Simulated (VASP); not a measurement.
# CsBr (Pm-3m) in VASP: electric field gradients with PBE

Aim: the electric field gradients of CsBr with PBE.

All numbers are computed with VASP 6.6.1; they aren't measurements. Logs are shortened: lines on timing, memory, paths and dates and some standing lists are left out, and cuts for length are marked.

## Step 1: The cell of the first run

Symmetry: Pm-3m, No. 221, cubic system. Conventional cell: a = 4.389 Å, b = 4.389 Å, c = 4.389 Å, α = 90.00°, β = 90.00°, γ = 90.00°. Within 5.0 Å of Cs (site symmetry m-3m) lie 8 Br at 3.80 Å and 6 Cs at 4.39 Å. Within 5.0 Å of Br (site symmetry m-3m) lie 8 Cs at 3.80 Å and 6 Br at 4.39 Å.

## Step 2: Electric field gradients, PBE

INCAR reads:

```
PREC = Accurate
ENCUT = 400
EDIFF = 1E-8
ISMEAR = -1
SIGMA = 0.02
LREAL = False
LASPH = True
NELM = 120
ALGO = Normal
ISIF = 2
LWAVE = False
LCHARG = False
GGA = PE
LEFG = True
NBANDS = 15
GGA_COMPAT = False
```

KPOINTS reads:

```
Automatic mesh
0
Gamma
  7 7 7
```

POSCAR reads:

```
CsBr
1.0
    4.3893007101      0.0000000000      0.0000000000
    0.0000000000      4.3893007101      0.0000000000
    0.0000000000      0.0000000000      4.3893007101
Cs Br
1 1
Direct
    0.0000000000      0.0000000000      0.0000000000
    0.5000000000      0.5000000000      0.5000000000
```

Potentials or basis: VASP PAW PBE potentials, release 64 (Cs_sv, Br).

The run is started by

```bash
$ cat potpaw_PBE.64/Cs_sv/POTCAR potpaw_PBE.64/Br/POTCAR > POTCAR
$ mpirun -np 1 vasp_std > vasp.out
```

OUTCAR:

```text
PREC = Accurate
   ENCUT = 400
   EDIFF = 1E-8
   ISMEAR = -1
   LREAL = False
   LASPH = True
   NELM = 120
   ISIF = 2
   GGA = PE

 ion  position               nearest neighbor table
   1  0.000  0.000  0.000-
   2  0.500  0.500  0.500-

  LATTYP: Found a simple cubic cell.
 ALAT       =     4.3893007101

  Lattice vectors:

 A1 = (   4.3893007101,   0.0000000000,   0.0000000000)
 A2 = (   0.0000000000,   4.3893007101,   0.0000000000)
 A3 = (   0.0000000000,   0.0000000000,   4.3893007101)

Analysis of symmetry for initial positions (statically):
=====================================================================
 Subroutine PRICEL returns:
 Original cell was already a primitive cell.

 Routine SETGRP: Setting up the symmetry group for a
 simple cubic supercell.

 Subroutine GETGRP returns: Found 48 space group operations
 (whereof 48 operations were pure point group operations)
 out of a pool of 48 trial point group operations.

The static configuration has the point symmetry O_h .

Analysis of symmetry for dynamics (positions and initial velocities):
=====================================================================
 Subroutine PRICEL returns:
 Original cell was already a primitive cell.

 Routine SETGRP: Setting up the symmetry group for a
 simple cubic supercell.

 Subroutine GETGRP returns: Found 48 space group operations
 (whereof 48 operations were pure point group operations)
 out of a pool of 48 trial point group operations.

The dynamic configuration has the point symmetry O_h .

 Subroutine INISYM returns: Found 48 space group operations
 (whereof 48 operations are pure point group operations),
 and found     1 'primitive' translations

----------------------------------------------------------------------------------------

                                     Primitive cell

  volume of cell :      84.5641

  direct lattice vectors                    reciprocal lattice vectors
     4.389300710  0.000000000  0.000000000     0.227826724  0.000000000  0.000000000
     0.000000000  4.389300710  0.000000000     0.000000000  0.227826724  0.000000000
     0.000000000  0.000000000  4.389300710     0.000000000  0.000000000  0.227826724

  length of vectors
     4.389300710  4.389300710  4.389300710     0.227826724  0.227826724  0.227826724

  position of ions in fractional coordinates (direct lattice)
     0.000000000  0.000000000  0.000000000
     0.500000000  0.500000000  0.500000000

  ion indices of the primitive-cell ions
   primitive index   ion index
                 1           1
                 2           2

----------------------------------------------------------------------------------------

 KPOINTS: Automatic mesh

Automatic generation of k-mesh.
 Grid dimensions read from file:
 generate k-points for:    7    7    7

 Generating k-lattice:

  Cartesian coordinates                     Fractional coordinates (reciprocal lattice)
     0.032546675  0.000000000  0.000000000     0.142857143  0.000000000  0.000000000
     0.000000000  0.032546675  0.000000000     0.000000000  0.142857143  0.000000000
     0.000000000  0.000000000  0.032546675     0.000000000  0.000000000  0.142857143

  Length of vectors
     0.032546675  0.032546675  0.032546675

  Shift w.r.t. Gamma in fractional coordinates (k-lattice)
     0.000000000  0.000000000  0.000000000

 Subroutine IBZKPT returns following result:
 ===========================================

 Found     20 irreducible k-points:

 Following reciprocal coordinates:
            Coordinates               Weight
  0.000000  0.000000  0.000000      1.000000
  0.142857  0.000000  0.000000      6.000000
  0.285714  0.000000  0.000000      6.000000
  0.428571  0.000000  0.000000      6.000000
  0.142857  0.142857  0.000000     12.000000
  0.285714  0.142857  0.000000     24.000000
[... 12 lines left out ...]
  0.428571  0.428571  0.285714     24.000000
  0.428571  0.428571  0.428571      8.000000
   k-points           NKPTS =     20   k-points in BZ     NKDIM =     20   number of bands    NBANDS=     15
   number of dos      NEDOS =    301   number of ions     NIONS =      2
   total plane-waves  NPLWV =  27000
   dimension x,y,z NGX =    30 NGY =   30 NGZ =   30
   dimension x,y,z NGXF=    60 NGYF=   60 NGZF=   60
   ions per type =               1   1
   NGX,Y,Z   is equivalent  to a cutoff of  11.36, 11.36, 11.36 a.u.
   NGXF,Y,Z  is equivalent  to a cutoff of  22.73, 22.73, 22.73 a.u.
 SYSTEM =  unknown system
   PREC   = accura    normal or accurate (medium, high low for compatibility)
   ISTART =      0    job   : 0-new  1-cont  2-samecut
   ICHARG =      2    charge: 1-file 2-atom 10-const
   ISPIN  =      1    spin polarized calculation?
   LNONCOLLINEAR =      F non collinear calculations
   LSORBIT =      F    spin-orbit coupling
   LASPH  =      T    aspherical Exc in radial PAW
   ENCUT  =  400.0 eV  29.40 Ry    5.42 a.u.   7.16  7.16  7.16*2*pi/ulx,y,z
   NELM   =    120;   NELMIN=  2; NELMDL= -5     # of ELM steps
   EDIFF  = 0.1E-07   stopping-criterion for ELM
   LREAL  =      F    real-space projection
   EDIFFG = 0.1E-06   stopping-criterion for IOM
   NSW    =      0    number of steps for IOM
   IBRION =     -1    ionic relax: 0-MD 1-quasi-New 2-CG
   NFREE  =      0    steps in history (QN), initial steepest desc. (CG)
   ISIF   =      2    stress and relaxation
   ISYM   =      2    0-nonsym 1-usesym 2-fastsym
   POTIM  = 0.5000    time-step for ionic-motion
   TEBEG  =    0.0;   TEEND  =   0.0 temperature during run
   PSTRESS=    0.0 pullay stress
   NELECT =      16.0000    total number of electrons
   NUPDOWN=      -1.0000    fix difference up-down
   EMIN   =  10.00;   EMAX   =-10.00  energy-range for DOS
   EFERMI =   0.00;   METHOD = LEGACY
   ISMEAR =    -1;   SIGMA  =   0.02  broadening in eV -4-tet -1-fermi 0-gaus
   EFERMI_NEDOS =   21; number of points for ismear=-14 and -15
   IALGO  =     38    algorithm
   IMIX   =      4    mixing-type and parameters
     AMIX     =   0.40;   BMIX     =  1.00
     AMIX_MAG =   1.60;   BMIX_MAG =  1.00
  volume/ion in A,a.u.               =      42.28       285.33
  Fermi-wavevector in a.u.,A,eV,Ry     =   0.939838  1.776036 12.017955  0.883295
  Thomas-Fermi vector in A             =   2.067190
   LORBIT       =      0    0 simple, 1 ext, 2 COOP (PROOUT), +10 PAW based schemes
   GGA     = PE    functional components
   LHFCALC =     F    Hartree Fock is set to
   AEXX    =    0.0000 exact exchange contribution
   IVDW    =     0    specifies the selected vdW correction
   LEPSILON=     F    determine dielectric tensor
   LRPA    =     F    only Hartree local field effects (RPA)
 non-spin polarized calculation
  energy-cutoff  :      400.00
  volume of cell :       84.56
 maximum number of plane-waves:      1551
 NGX is ok and might be reduce to    30
   NGX = 15   NGY = 15   NGZ = 15

 number of electron      16.0000006 magnetization

 Free energy of the ion-electron system (eV)
  ---------------------------------------------------
  ext. energy  EPLUGINS =         0.00000000
  ---------------------------------------------------
  free energy    TOTEN  =        -6.02396522 eV

  energy without entropy =       -6.02396522  energy(sigma->0) =       -6.02396522

 E-fermi :  -0.2032     XC(G=0):  -7.7610

 val. band max:       -0.6448199001   @ k =   0.4286   0.4286   0.0000
 cond. band min:       3.6167724776   @ k =   0.0000   0.0000   0.0000
 fundamental gap:      4.2615923777
 Fermi energy:        -0.2031698506

 k-point     1 :       0.0000    0.0000    0.0000
  band No.  band energies     occupation
      1     -20.5226      2.00000
      2     -12.9208      2.00000
      3      -7.1445      2.00000
      4      -7.1445      2.00000
      5      -7.1445      2.00000
      6      -0.6503      2.00000
      7      -0.6503      2.00000
      8      -0.6503      2.00000
      9       3.6168      0.00000
     10       4.3391      0.00000
     11       4.3391      0.00000
     12       8.2556      0.00000
     13       8.2556      0.00000
     14       8.2556      0.00000
     15      11.1820      0.00000
[... 325 lines left out ...]
 k-point    20 :       0.4286    0.4286    0.4286
  band No.  band energies     occupation
      1     -20.4213      2.00000
      2     -12.7805      2.00000
      3      -7.4818      2.00000
      4      -7.4701      2.00000
      5      -7.4701      2.00000
      6      -1.5998      2.00000
      7      -1.5998      2.00000
      8      -1.5266      2.00000
      9       6.7560      0.00000
     10       7.2193      0.00000
     11       7.2193      0.00000
     12       8.0199      0.00000
     13       8.0199      0.00000
     14       8.0821      0.00000
     15      10.5261      0.00000

------------------------ aborting loop because EDIFF is reached ----------------------------------------

  FORCE on cell =-STRESS in cart. coord.  units (eV):
  Direction    XX          YY          ZZ          XY          YZ          ZX
  --------------------------------------------------------------------------------------
  -------------------------------------------------------------------------------------
  Total        0.0061136      0.0061136      0.0061136     -0.0000000     -0.0000000     -0.0000000
  in kB        0.1158305      0.1158305      0.1158305     -0.0000000     -0.0000000     -0.0000000
  external PRESSURE =       0.1158305 kB  Pullay stress =       0.0000000 kB

 VOLUME and BASIS-vectors are now :
 -----------------------------------------------------------------------------
  energy-cutoff  :      400.00
  volume of cell :       84.56
      direct lattice vectors                 reciprocal lattice vectors
     4.389300710  0.000000000  0.000000000     0.227826724  0.000000000  0.000000000
     0.000000000  4.389300710  0.000000000     0.000000000  0.227826724  0.000000000
     0.000000000  0.000000000  4.389300710     0.000000000  0.000000000  0.227826724

 POSITION                                       TOTAL-FORCE (eV/Angst)
 -----------------------------------------------------------------------------------
      0.00000      0.00000      0.00000         0.000000      0.000000      0.000000
      2.19465      2.19465      2.19465         0.000000      0.000000      0.000000
 -----------------------------------------------------------------------------------
    total drift:                                0.000000      0.000000     -0.000000

  FREE ENERGIE OF THE ION-ELECTRON SYSTEM (eV)
  ---------------------------------------------------
  free  energy   TOTEN  =        -6.0239652151 eV

  energy  without entropy=       -6.0239652151  energy(sigma->0) =       -6.02396522

 Electric field gradients (V/A^2)
---------------------------------------------------------------------
 ion       V_xx      V_yy      V_zz      V_xy      V_xz      V_yz
---------------------------------------------------------------------
   1      -0.000     0.000    -0.000    -0.000    -0.000     0.000
   2      -0.000    -0.000    -0.000     0.000    -0.000    -0.000
---------------------------------------------------------------------

 Electric field gradients after diagonalization (V/A^2)
 (convention: |V_zz| > |V_xx| > |V_yy|)
----------------------------------------------------------------------
 ion       V_xx      V_yy      V_zz     asymmetry (V_yy - V_xx)/ V_zz
----------------------------------------------------------------------
   1      -0.000     0.000    -0.000      -0.620
   2      -0.000    -0.000    -0.000      -0.042
----------------------------------------------------------------------

           NMR quadrupolar parameters

 Cq : quadrupolar parameter    Cq=e*Q*V_zz/h
 eta: asymmetry parameters     (V_yy - V_xx)/ V_zz
 Q  : nuclear electric quadrupole moment in mb (millibarn)
----------------------------------------------------------------------
 ion       Cq(MHz)       eta       Q (mb)
----------------------------------------------------------------------
   1      -0.000      -0.620       1.000
   2      -0.000      -0.042       1.000
----------------------------------------------------------------------
```

Run time: 9.6 s. Hardware: 1 thread of Intel Xeon 6975P-C (Granite Rapids), shared host; peak memory 0.17 GiB.

What came out:

```
Free energy                             : -6.0240 eV
Pressure                                : 0.0 GPa
Band gap on the k mesh                  : 4.26 eV (least direct gap 4.27 eV)
Largest electric field gradient by atom : zero within the noise of the run
```

Levels at points of the mesh, in eV from the valence-band top:
```
           k point  band 4  band 5  band 6  band 7  band 8  band 9  band 10  band 11  band 12  band 13
(0.00, 0.00, 0.00)   -6.50   -6.50   -0.01   -0.01   -0.01    4.26     4.98     4.98     8.90     8.90
```

Caveat: spin-orbit coupling is left out, which moves the levels of the heavy elements; an odd mesh through Γ misses points on the zone boundary, where band edges can lie.
